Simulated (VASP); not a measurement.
Write the native input for VASP 6.6.1 that does the following.

| Quantity | Value |
| --- | --- |
| Task | single point |
| Functional | PBE |
| Potentials or basis | VASP PAW PBE potentials, release 64 (Al, B, N) |
| Cutoff | 520 eV |
| k mesh | 6 × 6 × 4 |
| Occupations | gaussian, width 0.1 eV |
| Spin | collinear spin, ferromagnetic start |
| Starting moments | [0.0, 0.0, 0.0, 1.0, 1.0, 1.0] μB |
| Dipole correction | no |
| Further INCAR settings | ALGO = Normal; EDIFF = 1e-06; NBANDS = 25 |

The structure of Al2BN3 lies in POSCAR:

```
Al2BN3
1.0
    3.7285408700      0.0000000000      0.0000000000
    0.0000000000      3.7285408700      0.0000000000
    0.0000000000      0.0000000000      6.1509970000
Al B N
2 1 3
Direct
    0.5000000000      0.5000000000      0.2013122200
    0.5000000000      0.5000000000      0.7986877800
    0.0000000000      0.0000000000      0.0000000000
    0.5000000000      0.5000000000      0.5000000000
    0.5000000000      0.0000000000      0.5000000000
    0.0000000000      0.5000000000      0.5000000000
```

The cell was generated, and may not be a known phase.

The input as run:

INCAR

```
SYSTEM = Al2BN3
ALGO = Normal ; EDIFF = 1E-6
ENCUT = 520 ; GGA = PE
ISIF = 2 ; ISMEAR = 0
ISPIN = 2 ; LASPH = .TRUE.
LCHARG = .FALSE. ; LORBIT = 11
LREAL = .FALSE. ; LWAVE = .FALSE.
MAGMOM = 0 0 0 1 1 1 ; NBANDS = 25
NELM = 150 ; PREC = Accurate
SIGMA = 0.1
```

KPOINTS

```
k-points
0
G
  6 6 4
  0 0 0
```

Potentials or basis: VASP PAW PBE potentials, release 64 (Al, B, N).

The run is started by

```console
$ cat potpaw_PBE.64/Al/POTCAR potpaw_PBE.64/B/POTCAR potpaw_PBE.64/N/POTCAR > POTCAR
$ mpirun -np 1 vasp_std > vasp.out
```

Results of the run:

| Quantity | Value |
| --- | --- |
| Pressure | -12.3 GPa |
| Largest force | 0.900 eV/Å |
| Net moment | 0.44 μB per cell |
| Site moments | Al -0.00; B +0.00; N +0.12, +0.10 (each value once) μB |
| Valence electrons inside the program's atomic spheres | Al 0.68; B 1.39; N 3.62, 3.38 (each value once) |

Caveat: the cell stands under tension; a moment this small can come from the mesh or the smearing.

Run time: 2.2 min on 1 thread of AMD EPYC 9R45 96-Core Processor (Zen 5), with other jobs on the host, peak memory 0.24 GiB.
